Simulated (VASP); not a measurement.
# Ca in VASP: a series of runs

The runs below take Ca through single point, with PBE, r2SCAN.

Program: VASP 6.6.1. These are calculated values, not measurements. Logs are shortened: lines on timing, memory, paths and dates and some standing lists are left out, and cuts for length are marked.

### Step 1. The cell of the first run

It takes space group I4/mmm (No. 139, tetragonal). The conventional cell has a = 4.440 Å, b = 4.440 Å, c = 4.421 Å, α = 90.00°, β = 90.00°, γ = 90.00°. Ca (site symmetry 4/mmm) has 14 Ca at 3.84 to 4.44 Å within 5.0 Å.

This isn't the form of Ca at room conditions, which is fcc.

### Step 2. Single point, PBE (43.57 Å³/atom)

INCAR reads:

```
SYSTEM = Ca
PREC     = Accurate       ! precision mode
ENCUT    = 520            ! plane-wave cutoff, eV
EDIFF    = 1E-6           ! SCF threshold, eV
ISMEAR   = -1             ! smearing method
SIGMA    = 0.05           ! smearing width, eV
LREAL    = .False.        ! projectors in reciprocal space
LASPH    = .True.         ! aspherical terms in the spheres
NELM     = 100            ! most SCF steps
ALGO     = Normal         ! electronic algorithm
ISIF     = 2              ! what is computed and relaxed
LWAVE    = .False.        ! write WAVECAR
LCHARG   = .False.        ! write CHGCAR
GGA      = PE             ! functional
NBANDS   = 11             ! bands
```

KPOINTS reads:

```
Automatic mesh
0
Gamma
  9 9 9
  0 0 0
```

POSCAR reads:

```
Ca
1.0
   -2.2198093352      2.2198093352      2.2106590405
    2.2198093352     -2.2198093352      2.2106590405
    2.2198093352      2.2198093352     -2.2106590405
Ca
1
Direct
    0.5000000000      0.5000000000      0.0000000000
```

Potentials or basis: VASP PAW PBE potentials, release 64 (Ca_sv).

Launch:

```sh
$ cat potpaw_PBE.64/Ca_sv/POTCAR > POTCAR
$ mpirun -np 1 vasp_std > vasp.out
```

OUTCAR:

```text
SYSTEM = Ca
   PREC = Accurate
   ENCUT = 520
   EDIFF = 1E-6
   ISMEAR = -1
   LREAL = .False.
   LASPH = .True.
   NELM = 100
   ISIF = 2
   GGA = PE

 ion  position               nearest neighbor table
   1  0.500  0.500  0.000-

  LATTYP: Found a body centered tetragonal cell.
 ALAT       =     4.4396186704
 C/A-ratio  =     0.9958778916

  Lattice vectors:

 A1 = (  -2.2198093352,   2.2198093352,   2.2106590405)
 A2 = (   2.2198093352,  -2.2198093352,   2.2106590405)
 A3 = (   2.2198093352,   2.2198093352,  -2.2106590405)

Analysis of symmetry for initial positions (statically):
=====================================================================
 Subroutine PRICEL returns:
 Original cell was already a primitive cell.

 Routine SETGRP: Setting up the symmetry group for a
 body centered tetragonal supercell.

 Subroutine GETGRP returns: Found 16 space group operations
 (whereof 16 operations were pure point group operations)
 out of a pool of 16 trial point group operations.

The static configuration has the point symmetry D_4h.

Analysis of symmetry for dynamics (positions and initial velocities):
=====================================================================
 Subroutine PRICEL returns:
 Original cell was already a primitive cell.

 Routine SETGRP: Setting up the symmetry group for a
 body centered tetragonal supercell.

 Subroutine GETGRP returns: Found 16 space group operations
 (whereof 16 operations were pure point group operations)
 out of a pool of 16 trial point group operations.

The dynamic configuration has the point symmetry D_4h.

 Subroutine INISYM returns: Found 16 space group operations
 (whereof 16 operations are pure point group operations),
 and found     1 'primitive' translations

----------------------------------------------------------------------------------------

                                     Primitive cell

  volume of cell :      43.5726

  direct lattice vectors                    reciprocal lattice vectors
    -2.219809335  2.219809335  2.210659040     0.000000000  0.225244570  0.226176896
     2.219809335 -2.219809335  2.210659040     0.225244570  0.000000000  0.226176896
     2.219809335  2.219809335 -2.210659040     0.225244570  0.225244570  0.000000000

  length of vectors
     3.839546895  3.839546895  3.839546895     0.319203861  0.319203861  0.318543926

  position of ions in fractional coordinates (direct lattice)
     0.500000000  0.500000000  0.000000000

  ion indices of the primitive-cell ions
   primitive index   ion index
                 1           1

----------------------------------------------------------------------------------------

 KPOINTS: Automatic mesh

Automatic generation of k-mesh.
 Grid dimensions read from file:
 generate k-points for:    9    9    9

 Generating k-lattice:

  Cartesian coordinates                     Fractional coordinates (reciprocal lattice)
     0.000000000  0.025027174  0.025130766     0.111111111  0.000000000 -0.000000000
     0.025027174  0.000000000  0.025130766     0.000000000  0.111111111 -0.000000000
     0.025027174  0.025027174  0.000000000     0.000000000  0.000000000  0.111111111

  Length of vectors
     0.035467096  0.035467096  0.035393770

  Shift w.r.t. Gamma in fractional coordinates (k-lattice)
     0.000000000  0.000000000  0.000000000

 Subroutine IBZKPT returns following result:
 ===========================================

 Found     75 irreducible k-points:

 Following reciprocal coordinates:
            Coordinates               Weight
  0.000000  0.000000  0.000000      1.000000
  0.111111  0.000000  0.000000      8.000000
  0.222222  0.000000 -0.000000      8.000000
  0.333333  0.000000 -0.000000      8.000000
  0.444444  0.000000 -0.000000      8.000000
  0.111111  0.111111  0.000000      8.000000
[... 16 lines left out ...]
 -0.333333  0.333333  0.000000      4.000000
  0.444444  0.444444  0.000000      8.000000
 [... further k-points ...]
   k-points           NKPTS =     75   k-points in BZ     NKDIM =     75   number of bands    NBANDS=     11
   number of dos      NEDOS =    301   number of ions     NIONS =      1
   total plane-waves  NPLWV =  27000
   dimension x,y,z NGX =    30 NGY =   30 NGZ =   30
   dimension x,y,z NGXF=    60 NGYF=   60 NGZF=   60
   ions per type =               1
   NGX,Y,Z   is equivalent  to a cutoff of  12.99, 12.99, 12.99 a.u.
   NGXF,Y,Z  is equivalent  to a cutoff of  25.98, 25.98, 25.98 a.u.
 SYSTEM =  Ca
   PREC   = accura    normal or accurate (medium, high low for compatibility)
   ISTART =      0    job   : 0-new  1-cont  2-samecut
   ICHARG =      2    charge: 1-file 2-atom 10-const
   ISPIN  =      1    spin polarized calculation?
   LNONCOLLINEAR =      F non collinear calculations
   LSORBIT =      F    spin-orbit coupling
   LASPH  =      T    aspherical Exc in radial PAW
   ENCUT  =  520.0 eV  38.22 Ry    6.18 a.u.   7.14  7.14  7.14*2*pi/ulx,y,z
   NELM   =    100;   NELMIN=  2; NELMDL= -5     # of ELM steps
   EDIFF  = 0.1E-05   stopping-criterion for ELM
   LREAL  =      F    real-space projection
   EDIFFG = 0.1E-04   stopping-criterion for IOM
   NSW    =      0    number of steps for IOM
   IBRION =     -1    ionic relax: 0-MD 1-quasi-New 2-CG
   NFREE  =      0    steps in history (QN), initial steepest desc. (CG)
   ISIF   =      2    stress and relaxation
   ISYM   =      2    0-nonsym 1-usesym 2-fastsym
   POTIM  = 0.5000    time-step for ionic-motion
   TEBEG  =    0.0;   TEEND  =   0.0 temperature during run
   PSTRESS=    0.0 pullay stress
   NELECT =      10.0000    total number of electrons
   NUPDOWN=      -1.0000    fix difference up-down
   EMIN   =  10.00;   EMAX   =-10.00  energy-range for DOS
   EFERMI =   0.00;   METHOD = LEGACY
   ISMEAR =    -1;   SIGMA  =   0.05  broadening in eV -4-tet -1-fermi 0-gaus
   EFERMI_NEDOS =   21; number of points for ismear=-14 and -15
   IALGO  =     38    algorithm
   IMIX   =      4    mixing-type and parameters
     AMIX     =   0.40;   BMIX     =  1.00
     AMIX_MAG =   1.60;   BMIX_MAG =  1.00
  volume/ion in A,a.u.               =      43.57       294.04
  Fermi-wavevector in a.u.,A,eV,Ry     =   1.002314  1.894099 13.668867  1.004633
  Thomas-Fermi vector in A             =   2.134793
   LORBIT       =      0    0 simple, 1 ext, 2 COOP (PROOUT), +10 PAW based schemes
   GGA     = PE    functional components
   LHFCALC =     F    Hartree Fock is set to
   AEXX    =    0.0000 exact exchange contribution
   IVDW    =     0    specifies the selected vdW correction
   LEPSILON=     F    determine dielectric tensor
   LRPA    =     F    only Hartree local field effects (RPA)
 non-spin polarized calculation
  energy-cutoff  :      520.00
  volume of cell :       43.57
 maximum number of plane-waves:      1193
 NGX is ok and might be reduce to    30
   NGX = 15   NGY = 15   NGZ = 15

 number of electron      10.0000002 magnetization

 Free energy of the ion-electron system (eV)
  ---------------------------------------------------
  ext. energy  EPLUGINS =         0.00000000
  ---------------------------------------------------
  free energy    TOTEN  =        -1.91622653 eV

  energy without entropy =       -1.90155506  energy(sigma->0) =       -1.90889079

 E-fermi :   1.8933     XC(G=0):  -7.6377

 val. band max:        1.8657801438   @ k =  -0.2222  -0.4444   0.1111
 cond. band min:       1.9034497222   @ k =  -0.4444   0.4444   0.4444
 fundamental gap:      0.0376695784
 Fermi energy:         1.8932611387

 k-point     1 :       0.0000    0.0000    0.0000
  band No.  band energies     occupation
      1     -40.2599      2.00000
      2     -21.1791      2.00000
      3     -21.1784      2.00000
      4     -21.1784      2.00000
      5      -2.1291      2.00000
      6       4.1161      0.00000
      7       4.1340      0.00000
      8       4.1340      0.00000
      9       5.1369      0.00000
     10       5.1596      0.00000
     11      11.9153      0.00000

 k-point     2 :       0.1111    0.0000    0.0000
  band No.  band energies     occupation
      1     -40.2584      2.00000
      2     -21.1935      2.00000
      3     -21.1834      2.00000
      4     -21.1787      2.00000
      5      -1.9122      2.00000
      6       3.9950      0.00000
      7       4.0371      0.00000
      8       4.2866      0.00000
      9       5.0198      0.00000
     10       5.1489      0.00000
     11      11.5580      0.00000

 k-point     3 :       0.2222    0.0000   -0.0000
  band No.  band energies     occupation
      1     -40.2546      2.00000
      2     -21.2307      2.00000
      3     -21.1960      2.00000
      4     -21.1786      2.00000
      5      -1.2875      2.00000
      6       3.5813      0.00000
      7       3.6964      0.00000
      8       4.7470      0.00000
      9       4.9575      0.00000
     10       5.1889      0.00000
     11       9.9655      0.00000

 k-point     4 :       0.3333    0.0000   -0.0000
  band No.  band energies     occupation
      1     -40.2503      2.00000
      2     -21.2725      2.00000
      3     -21.2102      2.00000
      4     -21.1786      2.00000
      5      -0.3420      2.00000
      6       2.8650      0.00000
      7       3.3970      0.00000
      8       5.0485      0.00000
      9       5.2879      0.00000
     10       5.4165      0.00000
     11       8.2129      0.00000
[... 239 lines left out ...]
 k-point    22 :      -0.4444    0.3333   -0.0000
  band No.  band energies     occupation
      1     -40.2482      2.00000
      2     -21.2861      2.00000
      3     -21.2193      2.00000
      4     -21.1834      2.00000
      5       0.3256      2.00000
      6       2.4730      0.00002
      7       3.2386      0.00000
      8       4.9917      0.00000
      9       5.3685      0.00000
     10       5.8514      0.00000
     11       7.4763      0.00000

 k-point    23 :      -0.3333    0.3333    0.0000
  band No.  band energies     occupation
      1     -40.2503      2.00000
      2     -21.2723      2.00000
      3     -21.2106      2.00000
      4     -21.1780      2.00000
      5      -0.3490      2.00000
      6       2.8549      0.00000
      7       3.4170      0.00000
      8       5.0284      0.00000
      9       5.2876      0.00000
     10       5.4206      0.00000
     11       8.1921      0.00000

 k-point    24 :       0.4444    0.4444    0.0000
  band No.  band energies     occupation
      1     -40.2468      2.00000
      2     -21.2980      2.00000
      3     -21.2253      2.00000
      4     -21.1834      2.00000
      5       1.1454      2.00000
      6       1.8341      1.53111
      7       3.1496      0.00000
      8       4.9864      0.00000
      9       5.4145      0.00000
     10       6.2202      0.00000
     11       6.9199      0.00000

 [... further k-points ...]

------------------------ aborting loop because EDIFF is reached ----------------------------------------

  FORCE on cell =-STRESS in cart. coord.  units (eV):
  Direction    XX          YY          ZZ          XY          YZ          ZX
  --------------------------------------------------------------------------------------
  -------------------------------------------------------------------------------------
  Total       -0.1318448     -0.1318448     -0.1318815      0.0000000      0.0000000      0.0000000
  in kB       -4.8479755     -4.8479755     -4.8493267      0.0000000      0.0000000      0.0000000
  external PRESSURE =      -4.8484259 kB  Pullay stress =       0.0000000 kB

 VOLUME and BASIS-vectors are now :
 -----------------------------------------------------------------------------
  energy-cutoff  :      520.00
  volume of cell :       43.57
      direct lattice vectors                 reciprocal lattice vectors
    -2.219809335  2.219809335  2.210659040     0.000000000  0.225244570  0.226176896
     2.219809335 -2.219809335  2.210659040     0.225244570  0.000000000  0.226176896
     2.219809335  2.219809335 -2.210659040     0.225244570  0.225244570  0.000000000

 POSITION                                       TOTAL-FORCE (eV/Angst)
 -----------------------------------------------------------------------------------
      0.00000      0.00000      2.21066         0.000000      0.000000     -0.000000
 -----------------------------------------------------------------------------------
    total drift:                                0.000000     -0.000000      0.000000

  FREE ENERGIE OF THE ION-ELECTRON SYSTEM (eV)
  ---------------------------------------------------
  free  energy   TOTEN  =        -1.9162265274 eV

  energy  without entropy=       -1.9015550604  energy(sigma->0) =       -1.90889079
```

Wall time 26 s (1 thread of Intel Xeon Platinum 8259CL at 2.50GHz (Skylake/Cascade Lake), shared host); peak memory 0.18 GiB.

What came out:

* Free energy: -1.9162 eV
* Pressure: -0.5 GPa
* Band gap on the k mesh: zero (bands 5 and 6 overlap by 0.21 eV)

Levels at points of the mesh, in eV from the Fermi level:
```tsv
k point	band 3	band 4	band 5	band 6	band 7	band 8
(0.00, 0.00, 0.00)	-23.07	-23.07	-4.02	2.22	2.24	2.24
```

[end of part 1 of 3]
